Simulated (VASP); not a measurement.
LiHF2, 4 atoms in the cell. Symmetry: R-3m, No. 166, trigonal system. The conventional cell has a = 3.011 Å, b = 3.011 Å, c = 13.226 Å, α = 90.00°, β = 90.00°, γ = 120.00°. Li (site symmetry -3m) has 6 F at 2.04 Å and 6 H at 2.81 Å and 6 Li at 3.01 Å within 3.1 Å. Within 1.5 Å of H (site symmetry -3m) lie 2 F at 1.14 Å. Within 1.5 Å of F (site symmetry 3m) lie 1 H at 1.14 Å. 

* Program: VASP 6.6.1
* Task: vibrations by perturbation theory
* Functional: PBEsol
* Potentials or basis: VASP PAW PBE potentials, release 64 (Li_sv, H, F)
* Cutoff: 520 eV
* k mesh: 8 × 8 × 8
* Occupations: gaussian, width 0.01 eV
* Spin: no spin polarisation
* Dipole correction: no
* Further INCAR settings: ALGO = Normal; EDIFF = 1e-08; NBANDS = 17; IBRION = 8; NSW = 1

Potentials or basis: VASP PAW PBE potentials, release 64 (Li_sv, H, F).

Run with:

```sh
$ cat potpaw_PBE.64/Li_sv/POTCAR potpaw_PBE.64/H/POTCAR potpaw_PBE.64/F/POTCAR > POTCAR
$ mpirun -np 1 vasp_std > vasp.out
```

Hardware: 1 thread of Intel Xeon 8259CL, with other jobs on the host.

How long does it take, and how much memory?

It took 39 min on 1 thread of Intel Xeon 8259CL, with other jobs on the host, peak memory 0.49 GiB. Counts: scf iterations 102, k points 65.
